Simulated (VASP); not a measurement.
A run of VASP 6.6.1:

INCAR

```
SYSTEM = Au
PREC = Accurate ; ENCUT = 520
EDIFF = 1E-6 ; ISMEAR = 0
SIGMA = 0.028000000000000004 ; LREAL = .False.
LASPH = .True. ; NELM = 60
ALGO = Fast ; ISIF = 2
LWAVE = .False. ; LCHARG = .True.
GGA = PE ; LELF = .True.
LVHAR = .True. ; NBANDS = 12
```

The input KPOINTS:

```
regular mesh
0
Gamma
  11 11 11
  0 0 0
```

POSCAR

```
Au
1.0
    0.0000000000      2.0350000000      2.0350000000
    2.0350000000      0.0000000000      2.0350000000
    2.0350000000      2.0350000000      0.0000000000
Au
1
Direct
    0.0000000000      0.0000000000      0.0000000000
```

Potentials or basis: VASP PAW PBE potentials, release 64 (Au).

Launch:

```bash
$ cat potpaw_PBE.64/Au/POTCAR > POTCAR
$ mpirun -np 1 vasp_std > vasp.out
```

Hardware: 1 thread of Intel(R) Xeon(R) 6975P-C (Granite Rapids), on a shared host.

**Question.** Estimate the wall time of this run.

**Answer.** Run time: 5.1 s on 1 thread of Intel(R) Xeon(R) 6975P-C (Granite Rapids) (shared host), peak memory 0.14 GiB. Counts: scf iterations 12, k points 56.
